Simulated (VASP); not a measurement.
# B17SeN17 (a cell with a defect) in VASP: further runs

B17SeN17 (a cell with a defect) is run at these levels: PBE; tasks: single point.

Program: VASP 6.6.1. These are calculated values, not measurements. Logs are shortened: lines on timing, memory, paths and dates and some standing lists are left out, and cuts for length are marked.

### 1 The cell of the first run

The cell holds a defect, 35 atoms: a = 7.465 Å, b = 7.465 Å, c = 6.495 Å, α = 90.00°, β = 90.00°, γ = 120.00°.

### 2 Single point, PBE

The input, INCAR:

```
PREC     = Accurate       # precision mode
ENCUT    = 520            # plane-wave cutoff, eV
EDIFF    = 1E-6           # SCF threshold, eV
ISMEAR   = -1             # smearing method
SIGMA    = 0.01           # smearing width, eV
LREAL    = Auto         
LASPH    = True           # aspherical terms in the spheres
NELM     = 120            # most SCF steps
ALGO     = Normal         # electronic algorithm
ISIF     = 2              # what is computed and relaxed
LWAVE    = False          # write WAVECAR
LCHARG   = False          # write CHGCAR
GGA      = PE             # functional
NBANDS   = 94             # bands
GGA_COMPAT= False        
ISYM     = -1
```

The input, KPOINTS:

```
explicit points
1
Reciprocal
  0.25000000   0.25000000   0.25000000 1
```

The input, POSCAR:

```
B17SeN17
1.0
    7.4650312800      0.0000000000      0.0000000000
   -3.7325156400      6.4649067300      0.0000000000
    0.0000000000      0.0000000000      6.4954828800
B N Se
17 17 1
Direct
    0.1045077948      0.2187564949      0.2523671973
    0.2108752288      0.1128273705      0.7537610259
    0.1043431560      0.5518520661      0.2490582672
    0.2213138435      0.4445137287      0.7278457190
    0.1042701502      0.8852049834      0.2543131040
    0.2305249856      0.7842396325      0.7449057363
    0.4379859055      0.2194766659      0.2685055183
    0.5792933114      0.1147466354      0.7443741973
    0.4380291975      0.5521875743      0.2653952541
    0.4376673053      0.8852292229      0.2540473328
    0.5567345075      0.7669381482      0.7463380618
    0.7711148986      0.2187565274      0.2528426546
    0.8879735973      0.1008163594      0.7152115704
    0.7709000034      0.5521213842      0.2653172016
    0.9003585393      0.4464618773      0.7221186262
    0.7710635854      0.8852129981      0.2525358668
    0.8892607151      0.7677041981      0.7441114628
    0.1064579466      0.2195680229      0.7177016519
    0.2151637341      0.1078692624      0.2593728541
    0.1206534701      0.5623870233      0.7257257576
    0.2153896382      0.4412324030      0.2516552130
    0.1169279069      0.8925521635      0.7478233184
    0.2150886115      0.7745228309      0.2510918302
    0.5482678368      0.1079878828      0.2602328862
    0.4362037564      0.5443683425      0.7468942521
    0.5486883678      0.4420560327      0.2817450522
    0.4539184178      0.8923164365      0.7502537771
    0.5485868775      0.7748023892      0.2553645461
    0.7902272829      0.2204871488      0.7058592481
    0.8818702101      0.1079582138      0.2456367143
    0.7885497228      0.5478845555      0.7434656219
    0.8815002008      0.4411247199      0.2512722977
    0.7787195159      0.8794266920      0.7380496047
    0.8817825690      0.7745687833      0.2552113906
    0.4995249590      0.3205255665      0.8336245852
```

Potentials or basis: VASP PAW PBE potentials, release 64 (B, N, Se).

Command:

```sh
> cat potpaw_PBE.64/B/POTCAR potpaw_PBE.64/N/POTCAR potpaw_PBE.64/Se/POTCAR > POTCAR
> mpirun -np 1 vasp_std > vasp.out
```

OUTCAR:

```text
PREC = Accurate
   ENCUT = 520
   EDIFF = 1E-6
   ISMEAR = -1
   LREAL = Auto
   LASPH = True
   NELM = 120
   ISIF = 2
   GGA = PE
   ISYM = -1

 ion  position               nearest neighbor table
   1  0.105  0.219  0.252-  19 1.43  21 1.44  30 1.44
   2  0.211  0.113  0.754-  18 1.39  22 1.43  35 1.99
   3  0.104  0.552  0.249-  21 1.43  23 1.44  32 1.44
   4  0.221  0.445  0.728-  25 1.40  20 1.41  18 1.46
   5  0.104  0.885  0.254-  23 1.43  34 1.44  19 1.44
   6  0.231  0.784  0.745-  22 1.43  20 1.44  27 1.44
[... 26 lines left out ...]
  33  0.779  0.879  0.738-  11 1.44  17 1.44  13 1.44
  34  0.882  0.775  0.255-  16 1.43   5 1.44  14 1.44
  35  0.500  0.321  0.834-   8 1.99   2 1.99  25 2.03  31 2.05

IMPORTANT INFORMATION: All symmetrisations will be switched off!
NOSYMM: (Re-)initialisation of all symmetry stuff for point group C_1.

----------------------------------------------------------------------------------------

                                     Primitive cell

  volume of cell :     313.4768

  direct lattice vectors                    reciprocal lattice vectors
     7.465031280  0.000000000  0.000000000     0.133957912  0.077340636  0.000000000
    -3.732515640  6.464906730  0.000000000     0.000000000  0.154681273  0.000000000
     0.000000000  0.000000000  6.495482880     0.000000000  0.000000000  0.153953142

  length of vectors
     7.465031280  7.465031281  6.495482880     0.154681273  0.154681273  0.153953142

  position of ions in fractional coordinates (direct lattice)
     0.104507795  0.218756495  0.252367197
     0.210875229  0.112827370  0.753761026
     0.104343156  0.551852066  0.249058267
     0.221313843  0.444513729  0.727845719
     0.104270150  0.885204983  0.254313104
     0.230524986  0.784239632  0.744905736
[... 27 lines left out ...]
     0.881782569  0.774568783  0.255211391
     0.499524959  0.320525567  0.833624585

  ion indices of the primitive-cell ions
   primitive index   ion index
                 1           1
                 2           2
                 3           3
                 4           4
                 5           5
                 6           6
[... 27 lines left out ...]
                34          34
                35          35

----------------------------------------------------------------------------------------

 KPOINTS: explicit points

Read explicit list of k-points.

 Found      1 k-points:

 Following reciprocal coordinates:
            Coordinates               Weight
  0.250000  0.250000  0.250000      1.000000
   k-points           NKPTS =      1   k-points in BZ     NKDIM =      1   number of bands    NBANDS=     94
   number of dos      NEDOS =    301   number of ions     NIONS =     35
   total plane-waves  NPLWV = 150528
   dimension x,y,z NGX =    56 NGY =   56 NGZ =   48
   dimension x,y,z NGXF=   112 NGYF=  112 NGZF=   96
   ions per type =              17  17   1
   NGX,Y,Z   is equivalent  to a cutoff of  12.47, 12.47, 12.29 a.u.
   NGXF,Y,Z  is equivalent  to a cutoff of  24.94, 24.94, 24.57 a.u.
 SYSTEM =  unknown system
   PREC   = accura    normal or accurate (medium, high low for compatibility)
   ISTART =      0    job   : 0-new  1-cont  2-samecut
   ICHARG =      2    charge: 1-file 2-atom 10-const
   ISPIN  =      1    spin polarized calculation?
   LNONCOLLINEAR =      F non collinear calculations
   LSORBIT =      F    spin-orbit coupling
   LASPH  =      T    aspherical Exc in radial PAW
   ENCUT  =  520.0 eV  38.22 Ry    6.18 a.u.  13.88 13.88 12.08*2*pi/ulx,y,z
   NELM   =    120;   NELMIN=  2; NELMDL= -5     # of ELM steps
   EDIFF  = 0.1E-05   stopping-criterion for ELM
   LREAL  =      T    real-space projection
   EDIFFG = 0.1E-04   stopping-criterion for IOM
   NSW    =      0    number of steps for IOM
   IBRION =     -1    ionic relax: 0-MD 1-quasi-New 2-CG
   NFREE  =      0    steps in history (QN), initial steepest desc. (CG)
   ISIF   =      2    stress and relaxation
   ISYM   =     -1    0-nonsym 1-usesym 2-fastsym
   POTIM  = 0.5000    time-step for ionic-motion
   TEBEG  =    0.0;   TEEND  =   0.0 temperature during run
   PSTRESS=    0.0 pullay stress
   NELECT =     142.0000    total number of electrons
   NUPDOWN=      -1.0000    fix difference up-down
   EMIN   =  10.00;   EMAX   =-10.00  energy-range for DOS
   EFERMI =   0.00;   METHOD = LEGACY
   ISMEAR =    -1;   SIGMA  =   0.01  broadening in eV -4-tet -1-fermi 0-gaus
   EFERMI_NEDOS =   21; number of points for ismear=-14 and -15
   IALGO  =     38    algorithm
   IMIX   =      4    mixing-type and parameters
     AMIX     =   0.40;   BMIX     =  1.00
     AMIX_MAG =   1.60;   BMIX_MAG =  1.00
  volume/ion in A,a.u.               =       8.96        60.44
  Fermi-wavevector in a.u.,A,eV,Ry     =   1.257291  2.375936 21.507829  1.580781
  Thomas-Fermi vector in A             =   2.390957
   LORBIT       =      0    0 simple, 1 ext, 2 COOP (PROOUT), +10 PAW based schemes
   GGA     = PE    functional components
   LHFCALC =     F    Hartree Fock is set to
   AEXX    =    0.0000 exact exchange contribution
   IVDW    =     0    specifies the selected vdW correction
   LEPSILON=     F    determine dielectric tensor
   LRPA    =     F    only Hartree local field effects (RPA)
 non-spin polarized calculation
  energy-cutoff  :      520.00
  volume of cell :      313.48
 maximum number of plane-waves:      8452
 NGX is ok and might be reduce to    56
   NGX = 27   NGY = 27   NGZ = 25

 number of electron     142.0000006 magnetization

 Free energy of the ion-electron system (eV)
  ---------------------------------------------------
  ext. energy  EPLUGINS =         0.00000000
  ---------------------------------------------------
  free energy    TOTEN  =      -295.87016846 eV

  energy without entropy =     -295.87016846  energy(sigma->0) =     -295.87016846

 E-fermi :   3.4379     XC(G=0): -10.3159

 val. band max:        3.1221718208   @ k =   0.2500   0.2500   0.2500
 cond. band min:       5.6256887724   @ k =   0.2500   0.2500   0.2500
 fundamental gap:      2.5035169516
 Fermi energy:         3.4378946728

 k-point     1 :       0.2500    0.2500    0.2500
  band No.  band energies     occupation
      1     -14.7710      2.00000
      2     -14.5325      2.00000
      3     -14.2703      2.00000
      4     -14.1633      2.00000
      5     -14.0404      2.00000
      6     -13.7817      2.00000
[... 75 lines left out ...]
     82       9.4527      0.00000
     83       9.7142      0.00000
 [bands above 83 left out]

------------------------ aborting loop because EDIFF is reached ----------------------------------------

  FORCE on cell =-STRESS in cart. coord.  units (eV):
  Direction    XX          YY          ZZ          XY          YZ          ZX
  --------------------------------------------------------------------------------------
  -------------------------------------------------------------------------------------
  Total       41.4543408      9.7035003     10.7311678      3.0542362      0.2317916     -0.3327558
  in kB      211.8728254     49.5945175     54.8469184     15.6101783      1.1846849     -1.7007125
  external PRESSURE =     105.4380871 kB  Pullay stress =       0.0000000 kB

 VOLUME and BASIS-vectors are now :
 -----------------------------------------------------------------------------
  energy-cutoff  :      520.00
  volume of cell :      313.48
      direct lattice vectors                 reciprocal lattice vectors
     7.465031280  0.000000000  0.000000000     0.133957912  0.077340636  0.000000000
    -3.732515640  6.464906730  0.000000000     0.000000000  0.154681273  0.000000000
     0.000000000  0.000000000  6.495482880     0.000000000  0.000000000  0.153953142

 POSITION                                       TOTAL-FORCE (eV/Angst)
 -----------------------------------------------------------------------------------
     -0.03636      1.41424      1.63925         0.004800     -0.001949      0.002349
      1.15306      0.72942      4.89604         0.009993     -0.002581     -0.000769
     -1.28087      3.56767      1.61775         0.000060     -0.000859     -0.003075
     -0.00704      2.87374      4.72771        -0.008884     -0.005778     -0.006532
     -2.52566      5.72277      1.65189         0.001292      0.001104      0.001129
     -1.20631      5.07004      4.83852        -0.001487      0.003438     -0.003640
[... 27 lines left out ...]
      3.69144      5.00751      1.65772        -0.001112      0.001823      0.000355
      2.53260      2.07217      5.41479         0.002155      0.014523      0.006786
 -----------------------------------------------------------------------------------
    total drift:                                0.006274      0.006326     -0.002295

  FREE ENERGIE OF THE ION-ELECTRON SYSTEM (eV)
  ---------------------------------------------------
  free  energy   TOTEN  =      -295.8701684629 eV

  energy  without entropy=     -295.8701684629  energy(sigma->0) =     -295.87016846
```

Run time: 50 s. Hardware: 1 thread of Intel Xeon Platinum 8488C (Sapphire Rapids), shared host; peak memory 0.37 GiB.

What came out:

```yaml
Free_energy: -295.8702 eV
Pressure: 10.5 GPa
Largest_force: 0.021 eV/Å
Band_gap_on_the_k_mesh: 2.50 eV
```

Forces on the atoms (eV/Å):
```
B    0.005 -0.002  0.002
B    0.010 -0.003 -0.001
B    0.000 -0.001 -0.003
B   -0.009 -0.006 -0.007
B    0.001  0.001  0.001
B   -0.001  0.003 -0.004
B    0.002 -0.001  0.001
B   -0.020 -0.007  0.000
B    0.005 -0.001  0.000
B    0.002  0.002 -0.001
B    0.008  0.000  0.000
B    0.001 -0.003  0.003
B    0.001  0.005 -0.010
B   -0.001  0.000  0.003
B    0.007 -0.011 -0.009
B    0.003  0.000  0.002
B   -0.005 -0.003  0.000
N   -0.002  0.005 -0.001
N   -0.005 -0.001  0.002
N    0.001 -0.002  0.001
N   -0.003 -0.001  0.002
N    0.005  0.004  0.001
N   -0.002  0.000  0.002
N   -0.001  0.000  0.004
N    0.013 -0.006  0.003
N   -0.003  0.001  0.007
N   -0.003 -0.001  0.000
N   -0.001  0.000  0.002
N    0.010  0.007 -0.005
N   -0.002  0.001 -0.003
N   -0.017  0.000  0.002
N   -0.002  0.001  0.000
N    0.003  0.000 -0.002
N   -0.001  0.002  0.000
Se   0.002  0.015  0.007
```

Stress tensor (GPa, compression positive):
```
21.19  1.56 -0.17
 1.56  4.96  0.12
-0.17  0.12  5.48
```

### 3 Single point, PBE

The input, INCAR:

```
ALGO = Normal
EDIFF = 1E-6
ENCUT = 520
GGA = PE
GGA_COMPAT = False
ISIF = 2
ISMEAR = -1
ISYM = -1
LASPH = True
LCHARG = False
LREAL = Auto
LWAVE = False
NBANDS = 94
NELECT = 144.0
NELM = 120
PREC = Accurate
SIGMA = 0.01
```

KPOINTS is that of step 2.

The input, POSCAR:

```
B17SeN17
1.0
    7.4650312844      0.0000000000      0.0000000000
   -3.7325156422      6.4649067324      0.0000000000
    0.0000000000      0.0000000000      6.4954828762
B N Se
17 17 1
Direct
    0.1578093077      0.3060122657      0.2379057290
    0.1566699319      0.0167569308      0.7221230646
    0.1570372712      0.6386711827      0.2499948864
    0.1782147220      0.3613926020      0.7796433623
    0.1579807307      0.9735536475      0.2320379375
    0.1766125567      0.6905894923      0.7428971192
    0.4911322409      0.3077556025      0.2164119832
    0.5229170091      0.0170184608      0.7201988349
    0.4898950702      0.6382553032      0.2453143924
    0.4904359481      0.9734404688      0.2318973947
    0.5010394279      0.6774573402      0.7913030742
    0.8231447960      0.3061930534      0.2368778944
    0.8389662329      0.0149962649      0.7764599066
    0.8232548174      0.6385438639      0.2426416450
    0.8461878138      0.3608986005      0.7773731333
    0.8235067913      0.9723022117      0.2420349864
    0.8394573072      0.6775260852      0.7915724328
    0.0583335555      0.1316723392      0.7699967565
    0.2669563149      0.1953552887      0.2145144417
    0.0667270154      0.4684154322      0.7442852206
    0.2672287938      0.5275505907      0.2583329324
    0.0625166896      0.7991366308      0.7461939889
    0.2674536150      0.8605578580      0.2306503720
    0.6019163136      0.1956006059      0.2157731822
    0.3854660528      0.4671646543      0.8313232333
    0.6016218252      0.5292691915      0.2440501988
    0.3994187174      0.7985378660      0.7468475240
    0.6007056786      0.8619430794      0.2452668986
    0.7368272210      0.1311590689      0.7654866656
    0.9342259385      0.1949222267      0.2423547808
    0.7466371362      0.4678738299      0.8277838844
    0.9346872428      0.5281268483      0.2530496847
    0.7282861459      0.7934444180      0.7867747352
    0.9349991161      0.8621421212      0.2438389430
    0.4286461639      0.1947384371      0.6320096222
```

Potentials or basis: VASP PAW PBE potentials, release 64 (B, N, Se).

Command:

```sh
> cat potpaw_PBE.64/B/POTCAR potpaw_PBE.64/N/POTCAR potpaw_PBE.64/Se/POTCAR > POTCAR
> mpirun -np 1 vasp_std > vasp.out
```

It took 50 s on 1 thread of Intel Xeon Platinum 8488C (Sapphire Rapids), shared host; peak memory 0.37 GiB.

It converged, with:

- Free energy: -285.2991 eV
- Largest force: 0.088 eV/Å

Forces on the atoms (eV/Å):
```
B    0.004 -0.001  0.006
B   -0.006 -0.029  0.013
B   -0.002  0.003  0.003
B   -0.001 -0.039 -0.004
B    0.001 -0.001 -0.004
B   -0.003 -0.002 -0.005
B   -0.004  0.006 -0.005
B    0.011 -0.029  0.012
B    0.000  0.001  0.008
B   -0.002  0.001 -0.006
B    0.018  0.007  0.007
B   -0.002  0.002  0.002
B   -0.004  0.001  0.007
B   -0.001  0.003  0.008
B    0.002 -0.033  0.002
B    0.000  0.001 -0.001
B   -0.015  0.008  0.006
N    0.002  0.019 -0.003
N   -0.002  0.003 -0.005
N    0.002  0.001  0.007
N   -0.001  0.000 -0.005
N    0.000 -0.002  0.001
N    0.001 -0.004 -0.001
N    0.001  0.000 -0.005
N    0.011 -0.006  0.003
N    0.000 -0.003 -0.005
N    0.000 -0.001  0.000
N    0.001 -0.001  0.000
N    0.002  0.016  0.001
N    0.001  0.000 -0.003
N   -0.007 -0.006 -0.003
N    0.000 -0.002 -0.005
N   -0.002  0.003  0.003
N   -0.001  0.000 -0.002
Se  -0.001  0.084 -0.027
```

Levels at points of the mesh, in eV from the Fermi level:
```csv
k point,band 70,band 71,band 72,band 73,band 74,band 75
"(0.25, 0.25, 0.25)",-1.99,-0.73,-0.28,1.46,1.69,1.89
```

Caveat: the cell carries a net charge on a neutralising background, which shifts energy and pressure; the cell is charged against a uniform background, so pressure and absolute levels hang on convention.

[end of part 1 of 2]
